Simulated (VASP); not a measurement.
Wanted: the native input for a VASP 6.6.1 run.

- Task: single point
- Functional: PBE
- Potentials or basis: VASP PAW PBE potentials, release 64 (Be, H, N)
- Cutoff: 520 eV
- k mesh: 18 × 18 × 18
- Occupations: gaussian, width 0.1 eV
- Spin: no spin polarisation
- Dipole correction: no
- Further INCAR settings: ALGO = Normal; EDIFF = 1e-07; NBANDS = 14

The structure of BeHN2 lies in POSCAR:

```
BeHN2
1.0
    1.3614054984      0.7860078310      3.7976750555
   -1.3614054984      0.7860078310      3.7976750555
    0.0000000000     -1.5720156619      3.7976750555
Be H N
1 1 2
Direct
    0.0000000000      0.0000000000      0.0000000000
    0.5000000000      0.5000000000      0.5000000000
    0.2569131075      0.2569131075      0.2569131075
    0.7430868925      0.7430868925      0.7430868925
```

The cell was generated, and may not be a known phase.

The input as run:

INCAR

```
PREC = Accurate
ENCUT = 520
EDIFF = 1E-7
ISMEAR = 0
SIGMA = 0.1
LREAL = False
LASPH = True
NELM = 100
ALGO = Normal
ISIF = 2
LWAVE = False
LCHARG = False
GGA = PE
NBANDS = 14
```

KPOINTS

```
Automatic mesh
0
Gamma
  18 18 18
```

Potentials or basis: VASP PAW PBE potentials, release 64 (Be, H, N).

Launch:

```console
$ cat potpaw_PBE.64/Be/POTCAR potpaw_PBE.64/H/POTCAR potpaw_PBE.64/N/POTCAR > POTCAR
$ mpirun -np 1 vasp_std > vasp.out
```

It gave:

```json
{"Pressure": "0.0 GPa", "Largest force": "0.017 eV/Å", "Band gap on the k mesh": "zero (an odd number of electrons rules out a gap without spin polarisation)"}
```

Caveat: an odd number of electrons without spin polarisation forces a metal; a magnetic or distorted state may lie lower.

Run time: 3 min on 1 thread of Intel(R) Xeon(R) Platinum 8488C (Sapphire Rapids) (shared host), peak memory 0.32 GiB.
